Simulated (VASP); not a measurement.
Input of a VASP 6.6.1 run:

INCAR

```
PREC = Accurate
ENCUT = 520
EDIFF = 1E-7
ISMEAR = -1
SIGMA = 0.05
LREAL = F
LASPH = T
NELM = 60
ALGO = Normal
ISIF = 2
LWAVE = F
LCHARG = F
GGA = RP
NBANDS = 21
```

File KPOINTS:

```
Automatic mesh
0
Gamma
  11 11 11
```

POSCAR

```
Ge
1.0
   -2.5744897190      2.5744897190      1.3974126432
    2.5744897190     -2.5744897190      1.3974126432
    2.5744897190      2.5744897190     -1.3974126432
Ge
2
Direct
    0.5000000000      0.5000000000      0.0000000000
    0.2500000000      0.7500000000      0.5000000000
```

Potentials or basis: VASP PAW PBE potentials, release 64 (Ge_d).

The run is started by

```sh
$ cat potpaw_PBE.64/Ge_d/POTCAR > POTCAR
$ mpirun -np 1 vasp_std > vasp.out
```

(1) Estimate the pressure.

(2) Estimate the band gap on the k mesh.

Answers

(1) 5.0 GPa.

(2) zero (band 14 reaches 8.67 eV, above the bottom of band 15 at 3.93 eV).

Caveat: the PAW data sets were made with another functional, which shifts forces and pressure a little.
